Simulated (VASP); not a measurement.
# Ba3TaGa3Si2SO13 (P3) in VASP: single point with PBE

Aim: the single point of Ba3TaGa3Si2SO13 with PBE.

Everything below comes from runs of VASP 6.6.1. Logs are shortened: lines on timing, memory, paths and dates and some standing lists are left out, and cuts for length are marked.

**1. The cell of the first run**

Symmetry: P3, No. 143, trigonal system. Conventional cell: a = 8.515 Å, b = 8.515 Å, c = 5.192 Å, α = 90.00°, β = 90.00°, γ = 120.00°. Ba (site symmetry 1) has 16 O at 2.55 to 4.39 Å and 1 S at 2.91 Å and 4 Si at 3.45 to 4.09 Å and 1 Ta at 3.59 Å and 6 Ga at 3.74 to 4.14 Å and 2 Ba at 4.13 Å within 4.4 Å. Ta (site symmetry 3) has 6 O at 1.99 Å within 2.6 Å. Ga (site symmetry 1) has 4 O at 1.83 to 1.90 Å within 2.4 Å. Si (site symmetry 3) has 3 O at 1.65 Å and 1 S at 2.01 Å within 2.2 Å. Within 2.1 Å of Si (site symmetry 3) lie 4 O at 1.60 to 1.65 Å. S (site symmetry 3) has 1 Si at 2.01 Å within 2.7 Å. Within 2.1 Å of O (site symmetry 3) lie 1 Si at 1.60 Å. Within 2.2 Å of O (site symmetry 1) lie 1 Si at 1.65 Å and 1 Ga at 1.90 Å.

**2. Single point, PBE**

Contents of INCAR:

```
PREC = Accurate
ENCUT = 520
EDIFF = 1E-7
ISMEAR = -1
SIGMA = 0.02
LREAL = Auto
LASPH = T
NELM = 60
ALGO = Normal
ISIF = 2
LWAVE = F
LCHARG = T
GGA = PE
LELF = T
LVHAR = T
NBANDS = 103
```

Contents of KPOINTS:

```
regular mesh
0
Gamma
  3 3 4
```

Contents of POSCAR:

```
Ba3TaGa3Si2SO13
1.0
    8.5150000000      0.0000000000      0.0000000000
   -4.2575000000      7.3742063132      0.0000000000
    0.0000000000      0.0000000000      5.1920000000
Ba Ta Ga Si S O
3 1 3 2 1 13
Direct
    0.4327842218      0.0234279050      0.0178595116
   -0.0234279050      0.4093563167      0.0178595116
    0.5906436833      0.5672157782      0.0178595116
    0.0000000000      0.0000000000      0.0016846743
    0.7387487409     -0.0088017321      0.5046065734
    0.0088017321      0.7475504730      0.5046065734
    0.2524495270      0.2612512591      0.5046065734
    0.3333333333      0.6666666667      0.4281979729
    0.6666666667      0.3333333333      0.5316023998
    0.3333333333      0.6666666667      0.8160995082
    0.6666666667      0.3333333333      0.2237139235
    0.4753002835      0.3065438840      0.6536072854
    0.6934561160      0.1687563996      0.6536072854
    0.8312436004      0.5246997165      0.6536072854
    0.2912041257      0.4677319141      0.3189994567
    0.1765277884      0.7087958743      0.3189994567
    0.5322680859      0.8234722116      0.3189994567
    0.2164474321      0.1099825649      0.2312693175
    0.8900174351      0.1064648672      0.2312693175
    0.8935351328      0.7835525679      0.2312693175
    0.0970430819      0.2166083184      0.7732250291
    0.1195652365      0.9029569181      0.7732250291
    0.7833916816      0.8804347635      0.7732250291
```

Potentials or basis: VASP PAW PBE potentials, release 64 (Ba_sv, Ta_pv, Ga_d, Si, S, O).

The run is started by

```console
$ cat potpaw_PBE.64/Ba_sv/POTCAR potpaw_PBE.64/Ta_pv/POTCAR potpaw_PBE.64/Ga_d/POTCAR potpaw_PBE.64/Si/POTCAR potpaw_PBE.64/S/POTCAR potpaw_PBE.64/O/POTCAR > POTCAR
$ mpirun -np 1 vasp_std > vasp.out
```

OUTCAR:

```text
PREC = Accurate
   ENCUT = 520
   EDIFF = 1E-7
   ISMEAR = -1
   LREAL = Auto
   LASPH = T
   NELM = 60
   ISIF = 2
   GGA = PE

 ion  position               nearest neighbor table
   1  0.433  0.023  0.018-  18 2.55  11 2.61  22 2.65  13 2.70  17 2.74  10 2.91  16 2.92  12 2.94
                             8 3.45   9 3.47   9 3.58   4 3.59   5 3.74   5 3.83   3 4.13   2 4.13
   2  0.977  0.409  0.018-  19 2.55  11 2.61  21 2.65  14 2.70  16 2.74  10 2.91  15 2.92  13 2.94
                             8 3.45   9 3.47   9 3.58   4 3.59   6 3.74   6 3.83   1 4.13   3 4.13
   3  0.591  0.567  0.018-  20 2.55  11 2.61  23 2.65  12 2.70  15 2.74  10 2.91  17 2.92  14 2.94
                             8 3.45   9 3.47   9 3.58   4 3.59   7 3.74   7 3.83   1 4.13   2 4.13
   4  0.000  0.000  0.002-  21 1.99  23 1.99  22 1.99  20 1.99  18 1.99  19 1.99   2 3.59   3 3.59
                             1 3.59
   5  0.739  0.991  0.505-  23 1.83  19 1.84  17 1.88  13 1.90   1 3.74   1 3.83
   6  0.009  0.748  0.505-  22 1.83  20 1.84  16 1.88  14 1.90   2 3.74   2 3.83
   7  0.252  0.261  0.505-  21 1.83  18 1.84  15 1.88  12 1.90   3 3.74   3 3.83
   8  0.333  0.667  0.428-  16 1.65  17 1.65  15 1.65  10 2.01   1 3.45   2 3.45   3 3.45
   9  0.667  0.333  0.532-  11 1.60  13 1.65  14 1.65  12 1.65   1 3.47   3 3.47   2 3.47   1 3.58
                             3 3.58   2 3.58
  10  0.333  0.667  0.816-   8 2.01   1 2.91   2 2.91   3 2.91
  11  0.667  0.333  0.224-   9 1.60   1 2.61   3 2.61   2 2.61
  12  0.475  0.307  0.654-   9 1.65   7 1.90   3 2.70   1 2.94
  13  0.693  0.169  0.654-   9 1.65   5 1.90   1 2.70   2 2.94
  14  0.831  0.525  0.654-   9 1.65   6 1.90   2 2.70   3 2.94
  15  0.291  0.468  0.319-   8 1.65   7 1.88   3 2.74   2 2.92
  16  0.177  0.709  0.319-   8 1.65   6 1.88   2 2.74   1 2.92
  17  0.532  0.823  0.319-   8 1.65   5 1.88   1 2.74   3 2.92
  18  0.216  0.110  0.231-   7 1.84   4 1.99   1 2.55
  19  0.890  0.106  0.231-   5 1.84   4 1.99   2 2.55
  20  0.894  0.784  0.231-   6 1.84   4 1.99   3 2.55
  21  0.097  0.217  0.773-   7 1.83   4 1.99   2 2.65
  22  0.120  0.903  0.773-   6 1.83   4 1.99   1 2.65
  23  0.783  0.880  0.773-   5 1.83   4 1.99   3 2.65

  LATTYP: Found a hexagonal cell.
 ALAT       =     8.5150000000
 C/A-ratio  =     0.6097475044

  Lattice vectors:

 A1 = (   8.5150000000,   0.0000000000,   0.0000000000)
 A2 = (  -4.2575000000,   7.3742063132,   0.0000000000)
 A3 = (   0.0000000000,   0.0000000000,   5.1920000000)

Analysis of symmetry for initial positions (statically):
=====================================================================
 Subroutine PRICEL returns:
 Original cell was already a primitive cell.

 Routine SETGRP: Setting up the symmetry group for a
 hexagonal supercell.

 Subroutine GETGRP returns: Found  3 space group operations
 (whereof  3 operations were pure point group operations)
 out of a pool of 24 trial point group operations.

The static configuration has the point symmetry C_3 .

Analysis of symmetry for dynamics (positions and initial velocities):
=====================================================================
 Subroutine PRICEL returns:
 Original cell was already a primitive cell.

 Routine SETGRP: Setting up the symmetry group for a
 hexagonal supercell.

 Subroutine GETGRP returns: Found  3 space group operations
 (whereof  3 operations were pure point group operations)
 out of a pool of 24 trial point group operations.

The dynamic configuration has the point symmetry C_3 .

 Subroutine INISYM returns: Found  3 space group operations
 (whereof  3 operations are pure point group operations),
 and found     1 'primitive' translations

----------------------------------------------------------------------------------------

                                     Primitive cell

  volume of cell :     326.0128

  direct lattice vectors                    reciprocal lattice vectors
     8.515000000  0.000000000  0.000000000     0.117439812  0.067803907  0.000000000
    -4.257500000  7.374206313  0.000000000     0.000000000  0.135607814  0.000000000
     0.000000000  0.000000000  5.192000000     0.000000000  0.000000000  0.192604006

  length of vectors
     8.515000000  8.515000000  5.192000000     0.135607814  0.135607814  0.192604006

  position of ions in fractional coordinates (direct lattice)
     0.432784222  0.023427905  0.017859512
     0.976572095  0.409356317  0.017859512
     0.590643683  0.567215778  0.017859512
     0.000000000  0.000000000  0.001684674
     0.738748741  0.991198268  0.504606573
     0.008801732  0.747550473  0.504606573
[... 15 lines left out ...]
     0.119565237  0.902956918  0.773225029
     0.783391682  0.880434763  0.773225029

  ion indices of the primitive-cell ions
   primitive index   ion index
                 1           1
                 2           2
                 3           3
                 4           4
                 5           5
                 6           6
[... 15 lines left out ...]
                22          22
                23          23

----------------------------------------------------------------------------------------

 KPOINTS: regular mesh

Automatic generation of k-mesh.
 Grid dimensions read from file:
 generate k-points for:    3    3    4

 Generating k-lattice:

  Cartesian coordinates                     Fractional coordinates (reciprocal lattice)
     0.039146604  0.022601302  0.000000000     0.333333333 -0.000000000  0.000000000
     0.000000000  0.045202605  0.000000000     0.000000000  0.333333333  0.000000000
     0.000000000  0.000000000  0.048151002     0.000000000  0.000000000  0.250000000

  Length of vectors
     0.045202605  0.045202605  0.048151002

  Shift w.r.t. Gamma in fractional coordinates (k-lattice)
     0.000000000  0.000000000  0.000000000

 Subroutine IBZKPT returns following result:
 ===========================================

 Found     11 irreducible k-points:

 Following reciprocal coordinates:
            Coordinates               Weight
  0.000000  0.000000  0.000000      1.000000
  0.333333  0.000000  0.000000      6.000000
  0.333333  0.333333  0.000000      2.000000
  0.000000  0.000000  0.250000      2.000000
  0.333333  0.000000  0.250000      6.000000
  0.000000  0.333333  0.250000      6.000000
  0.333333  0.333333  0.250000      2.000000
 -0.333333 -0.333333  0.250000      2.000000
  0.000000  0.000000  0.500000      1.000000
  0.333333  0.000000  0.500000      6.000000
  0.333333  0.333333  0.500000      2.000000
   k-points           NKPTS =     11   k-points in BZ     NKDIM =     11   number of bands    NBANDS=    103
   number of dos      NEDOS =    301   number of ions     NIONS =     23
   total plane-waves  NPLWV = 163840
   dimension x,y,z NGX =    64 NGY =   64 NGZ =   40
   dimension x,y,z NGXF=   128 NGYF=  128 NGZF=   80
   ions per type =               3   1   3   2   1  13
   NGX,Y,Z   is equivalent  to a cutoff of  12.50, 12.50, 12.81 a.u.
   NGXF,Y,Z  is equivalent  to a cutoff of  24.99, 24.99, 25.62 a.u.
 SYSTEM =  unknown system
   PREC   = accura    normal or accurate (medium, high low for compatibility)
   ISTART =      0    job   : 0-new  1-cont  2-samecut
   ICHARG =      2    charge: 1-file 2-atom 10-const
   ISPIN  =      1    spin polarized calculation?
   LNONCOLLINEAR =      F non collinear calculations
   LSORBIT =      F    spin-orbit coupling
   LASPH  =      T    aspherical Exc in radial PAW
   ENCUT  =  520.0 eV  38.22 Ry    6.18 a.u.  15.83 15.83  9.65*2*pi/ulx,y,z
   NELM   =     60;   NELMIN=  2; NELMDL= -5     # of ELM steps
   EDIFF  = 0.1E-06   stopping-criterion for ELM
   LREAL  =      T    real-space projection
   EDIFFG = 0.1E-05   stopping-criterion for IOM
   NSW    =      0    number of steps for IOM
   IBRION =     -1    ionic relax: 0-MD 1-quasi-New 2-CG
   NFREE  =      0    steps in history (QN), initial steepest desc. (CG)
   ISIF   =      2    stress and relaxation
   ISYM   =      2    0-nonsym 1-usesym 2-fastsym
   POTIM  = 0.5000    time-step for ionic-motion
   TEBEG  =    0.0;   TEEND  =   0.0 temperature during run
   PSTRESS=    0.0 pullay stress
   NELECT =     172.0000    total number of electrons
   NUPDOWN=      -1.0000    fix difference up-down
   EMIN   =  10.00;   EMAX   =-10.00  energy-range for DOS
   EFERMI =   0.00;   METHOD = LEGACY
   ISMEAR =    -1;   SIGMA  =   0.02  broadening in eV -4-tet -1-fermi 0-gaus
   EFERMI_NEDOS =   21; number of points for ismear=-14 and -15
   IALGO  =     38    algorithm
   IMIX   =      4    mixing-type and parameters
     AMIX     =   0.40;   BMIX     =  1.00
     AMIX_MAG =   1.60;   BMIX_MAG =  1.00
  volume/ion in A,a.u.               =      14.17        95.65
  Fermi-wavevector in a.u.,A,eV,Ry     =   1.322836  2.499798 23.808779  1.749896
  Thomas-Fermi vector in A             =   2.452488
   LORBIT       =      0    0 simple, 1 ext, 2 COOP (PROOUT), +10 PAW based schemes
   GGA     = PE    functional components
   LHFCALC =     F    Hartree Fock is set to
   AEXX    =    0.0000 exact exchange contribution
   IVDW    =     0    specifies the selected vdW correction
   LEPSILON=     F    determine dielectric tensor
   LRPA    =     F    only Hartree local field effects (RPA)
 non-spin polarized calculation
  energy-cutoff  :      520.00
  volume of cell :      326.01
 maximum number of plane-waves:      8820
   NGX = 31   NGY = 31   NGZ = 19

 number of electron     172.0000010 magnetization

 Free energy of the ion-electron system (eV)
  ---------------------------------------------------
  ext. energy  EPLUGINS =         0.00000000
  ---------------------------------------------------
  free energy    TOTEN  =      -162.27622771 eV

  energy without entropy =     -162.27622771  energy(sigma->0) =     -162.27622771

 E-fermi :   3.4064     XC(G=0): -10.2681

 val. band max:        2.9425937092   @ k =   0.0000   0.0000   0.5000
 cond. band min:       5.9614738999   @ k =   0.0000   0.0000   0.0000
 fundamental gap:      3.0188801907
 Fermi energy:         3.4063973118

 k-point     1 :       0.0000    0.0000    0.0000
  band No.  band energies     occupation
      1     -31.5158      2.00000
      2     -31.5158      2.00000
      3     -31.4122      2.00000
      4     -22.1347      2.00000
      5     -22.0566      2.00000
      6     -22.0566      2.00000
[... 1100 lines left out ...]
     97       9.5056      0.00000
     98       9.6669      0.00000
 [bands above 98 left out]

------------------------ aborting loop because EDIFF is reached ----------------------------------------

  FORCE on cell =-STRESS in cart. coord.  units (eV):
  Direction    XX          YY          ZZ          XY          YZ          ZX
  --------------------------------------------------------------------------------------
  -------------------------------------------------------------------------------------
  Total       19.1765328     19.1765328     18.1807707     -0.0000000      0.0000000     -0.0000000
  in kB       94.2423374     94.2423374     89.3487030     -0.0000001      0.0000000     -0.0000000
  external PRESSURE =      92.6111259 kB  Pullay stress =       0.0000000 kB

 VOLUME and BASIS-vectors are now :
 -----------------------------------------------------------------------------
  energy-cutoff  :      520.00
  volume of cell :      326.01
      direct lattice vectors                 reciprocal lattice vectors
     8.515000000  0.000000000  0.000000000     0.117439812  0.067803907  0.000000000
    -4.257500000  7.374206313  0.000000000     0.000000000  0.135607814  0.000000000
     0.000000000  0.000000000  5.192000000     0.000000000  0.000000000  0.192604006

 POSITION                                       TOTAL-FORCE (eV/Angst)
 -----------------------------------------------------------------------------------
      3.58541      0.17276      0.09273         0.065302     -0.014207     -0.017394
      6.57268      3.01868      0.09273        -0.020347      0.063657     -0.017394
      2.61441      4.18277      0.09273        -0.044955     -0.049449     -0.017394
      0.00000      0.00000      0.00875         0.000000      0.000000      0.028760
      2.07042      7.30930      2.61992         0.021805     -0.004307      0.001786
     -3.10775      5.51259      2.61992        -0.007172      0.021038      0.001786
[... 15 lines left out ...]
     -2.82624      6.65859      4.01458        -0.008480     -0.033123     -0.057331
      2.92213      6.49251      4.01458        -0.024445      0.023906     -0.057331
 -----------------------------------------------------------------------------------
    total drift:                                0.000001     -0.000002      0.013490

  FREE ENERGIE OF THE ION-ELECTRON SYSTEM (eV)
  ---------------------------------------------------
  free  energy   TOTEN  =      -162.2762277109 eV

  energy  without entropy=     -162.2762277109  energy(sigma->0) =     -162.27622771
```

Wall time 29 min (1 thread of Intel Xeon 8259CL, shared host); peak memory 0.59 GiB.

What came out:

- Free energy: -162.2762 eV
- Pressure: 9.3 GPa
- Largest force: 0.184 eV/Å
- Band gap on the k mesh: 3.02 eV (least direct gap 3.34 eV)

Forces in eV/Å, atoms in the order of the input:
```
Ba   0.065 -0.014 -0.017
Ba  -0.020  0.064 -0.017
Ba  -0.045 -0.049 -0.017
Ta   0.000  0.000  0.029
Ga   0.022 -0.004  0.002
Ga  -0.007  0.021  0.002
Ga  -0.015 -0.017  0.002
Si   0.000  0.000  0.173
Si   0.000  0.000 -0.004
S    0.000  0.000 -0.184
O    0.000  0.000  0.074
O   -0.008 -0.027 -0.029
O    0.027  0.006 -0.029
O   -0.019  0.021 -0.029
O   -0.012 -0.032  0.009
O   -0.021  0.026  0.009
O    0.033  0.006  0.009
O   -0.055  0.040  0.065
O   -0.007 -0.068  0.065
O    0.062  0.028  0.065
O    0.033  0.009 -0.057
O   -0.008 -0.033 -0.057
O   -0.024  0.024 -0.057
```

Levels at points of the mesh, in eV from the valence-band top:
```tsv
k point	band 83	band 84	band 85	band 86	band 87	band 88	band 89	band 90
(0.00, 0.00, 0.00)	-0.92	-0.83	-0.32	-0.32	3.02	4.08	4.08	4.34
(0.00, 0.00, 0.50)	-1.01	-1.01	0.00	0.00	3.68	3.68	4.44	4.85
```

Caveat: the cell stands under pressure; spin-orbit coupling is left out, which moves the levels of the heavy elements. A k mesh can miss the band edges.
